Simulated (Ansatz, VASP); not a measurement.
**Be2ZnSe3 in VASP and in Ansatz**

```
Be Zn Se
1.0
     3.78846   -0.00005   -0.00034
     0.00011   -7.57712   -0.00024
    -1.89508    1.89440   -8.08003
Be Zn Se
4 2 6
Direct
  0.67193 0.83606 0.34413
  0.67191 0.33607 0.34417
  0.32803 0.66390 0.65584
  0.32803 0.16394 0.65583
  0.99985 0.49999 0.00002
  0.00027 0.00006 0.00001
  0.09550 0.79784 0.19128
  0.09554 0.29786 0.19134
  0.75010 0.62503 0.50001
  0.75004 0.12499 0.49998
  0.40458 0.95214 0.80869
  0.40422 0.45212 0.80869
```

Change from the starting cell: cell x2, atoms moved at random (sigma 0.05 Å) and cell strained at random (1.5 %), then relaxed without symmetry.

Alike in both runs: functional PBE; k mesh 4 × 2 × 4; occupations gaussian, width 0.1 eV; no spin polarisation.

Ansatz relaxed the structure, and its values are those at the end. VASP's run is a single point on that final structure, the one shown.

|  | VASP | Ansatz |
| --- | --- | --- |
| version | VASP 6.6.1 | Ansatz 0.2.0 |
| potentials or method | VASP PAW PBE potentials, release 64 (Be, Zn, Se), cutoff 520 eV | scalar-relativistic, plane waves, PAW |
| valence electrons in the cell | 68 | 128 |

|  | VASP | Ansatz | Ansatz less VASP |
| --- | --- | --- | --- |
| gap on the k mesh at the Fermi level (eV) | 2.62 | 2.63 | +0.008 |
| least direct gap on the mesh (eV) | 2.66 | 2.66 | +0.003 |
| pressure (GPa) | 0.2 | 0.0 | -0.20 |
| rms of the force components (eV/Å) | 0.005 | 0.001 | -0.0038 |

VASP's potentials hold 68 valence electrons a cell and Ansatz's 128, so a difference there can come from the potentials and not from the codes.

The k mesh is coarse, so the values compare programs but aren't converged.
